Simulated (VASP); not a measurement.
A run of VASP 6.6.1:

INCAR

```
ALGO     = Fast           # electronic algorithm
EDIFF    = 1E-6           # SCF threshold, eV
ENCUT    = 520            # plane-wave cutoff, eV
GGA      = PS             # functional
ISIF     = 2              # what is computed and relaxed
ISMEAR   = 0              # smearing method
LASPH    = True           # aspherical terms in the spheres
LCHARG   = True           # write CHGCAR
LELF     = True           # ELF
LREAL    = False          # projectors in reciprocal space
LVHAR    = True         
LWAVE    = False          # write WAVECAR
NBANDS   = 11             # bands
NELM     = 80             # most SCF steps
PREC     = Accurate       # precision mode
SIGMA    = 0.15           # smearing width, eV
```

KPOINTS

```
k-points
0
Gamma
  14 14 14
```

File POSCAR:

```
Ba
1.0
   -0.3948260858      2.8972202103      2.8972202103
    2.8972202103     -0.3948260858      2.8972202103
    2.8972202103      2.8972202103     -0.3948260858
Ba
1
Direct
    0.0000000000      0.0000000000      0.0000000000
```

Potentials or basis: VASP PAW PBE potentials, release 64 (Ba_sv).

The run is started by

```sh
$ cat potpaw_PBE.64/Ba_sv/POTCAR > POTCAR
$ mpirun -np 1 vasp_std > vasp.out
```

Hardware: 1 thread of Intel Xeon 8259CL, with other jobs on the host.

Task: Estimate the wall time of this run.

Result: Wall time 3.2 min on 1 thread of Intel Xeon 8259CL (shared host), peak memory 0.32 GiB. Counts: scf iterations 11, k points 288.
